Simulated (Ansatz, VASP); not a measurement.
# SnSe: VASP beside Ansatz

Contents of INCAR:

```
PREC = Accurate
ENCUT = 520
EDIFF = 1E-6
ISMEAR = 0
SIGMA = 0.05
LREAL = False
LASPH = True
NELM = 100
ALGO = Normal
ISIF = 2
LWAVE = False
LCHARG = False
GGA = CA
NBANDS = 17
```

Contents of KPOINTS:

```
regular mesh
0
Gamma
  8 8 8
```

The input POSCAR:

```
SnSe
1.0
    0.0000000000      2.9466477701      2.9466477701
    2.9466477701      0.0000000000      2.9466477701
    2.9466477701      2.9466477701      0.0000000000
Sn Se
1 1
Direct
    0.0000000000      0.0000000000      0.0000000000
    0.5509053038      0.5509053038      0.4490946962
```

Input for Ansatz:

```yaml
crystal:
  lattice:
    - [0.0, 2.9466477701, 2.9466477701]
    - [2.9466477701, 0.0, 2.9466477701]
    - [2.9466477701, 2.9466477701, 0.0]
  atoms:
    - { symbol: Sn, position: [0.0, 0.0, 0.0] }
    - { symbol: Se, position: [0.5509053038, 0.5509053038, 0.4490946962] }
basis:
  ecutwfc: 420
kpoints:
  mp_grid: { grid: [8, 8, 8] }
hamiltonian:
  xc: lda
scf:
  occupations: { method: gaussian, width: 0.05 }
output:
  forces: true
  stress: true
  eigenvalues: true
```

Change from the starting cell: all Se atoms moved -0.300 Å, as atom 2 towards its neighbour atom 1 (Sn) at 2.947 Å.

Alike in both runs: task single point; functional LDA; k mesh 8 × 8 × 8; occupations gaussian, width 0.05 eV; no spin polarisation.

```csv
,VASP,Ansatz
version,VASP 6.6.1,Ansatz 0.2.0
potentials or method,"VASP PAW LDA potentials, release 64 (Sn_d, Se), cutoff 520 eV","scalar-relativistic, plane waves, PAW"
valence electrons in the cell,20,30
```

```csv
,VASP,Ansatz,Ansatz less VASP
gap on the k mesh at the Fermi level (eV),0.81,0.82,+0.010
least direct gap on the mesh (eV),0.88,0.88,+0.007
pressure (GPa),1.8,1.7,-0.14
"traceless stress, the component that is largest in VASP (GPa)",2.57,2.53,-0.032
rms of the force components (eV/Å),0.327,0.316,-0.0107
```

LDA's correlation is that of Perdew and Zunger in VASP and of Perdew and Wang (1992) in Ansatz. Atom by atom the forces differ by 0.011 eV/Å (rms over components). VASP's potentials hold 20 valence electrons a cell and Ansatz's 30, so a difference there can come from the potentials and not from the codes.
